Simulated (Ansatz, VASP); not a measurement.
# One calculation of Te, two programs

```
Te
1.0
     4.27644   -2.39491    0.00000
     4.27644    2.39491    0.00000
    -0.13175    0.00000    3.95735
Te
3
Direct
  0.67600 0.67600 0.67500
  0.32400 0.32400 0.32500
  0.00000 0.00000 0.00000
```

Change from the starting cell: equal xx and yy strain of +1 %.

Alike in both runs: task single point; functional LDA; k mesh 8 × 8 × 8; occupations fermi-dirac, width 0.05 eV; no spin polarisation.

```csv
,VASP,Ansatz
version,VASP 6.6.1,Ansatz 0.2.0
potentials or method,"VASP PAW LDA potentials, release 64 (Te), cutoff 520 eV","all-electron LAPW, scalar-relativistic"
```

```csv
,VASP,Ansatz,Ansatz less VASP
pressure (GPa),2.9,2.9,-0.07
"traceless stress, the component that is largest in VASP (GPa)",1.84,1.92,+0.080
rms of the force components (eV/Å),0.188,0.184,-0.0047
```

LDA's correlation is that of Perdew and Zunger in VASP and of Perdew and Wang (1992) in Ansatz. Atom by atom the forces differ by 0.005 eV/Å (rms over components). Ansatz ran all-electron here, and VASP with PAW potentials.

Neither program's run includes spin-orbit coupling.
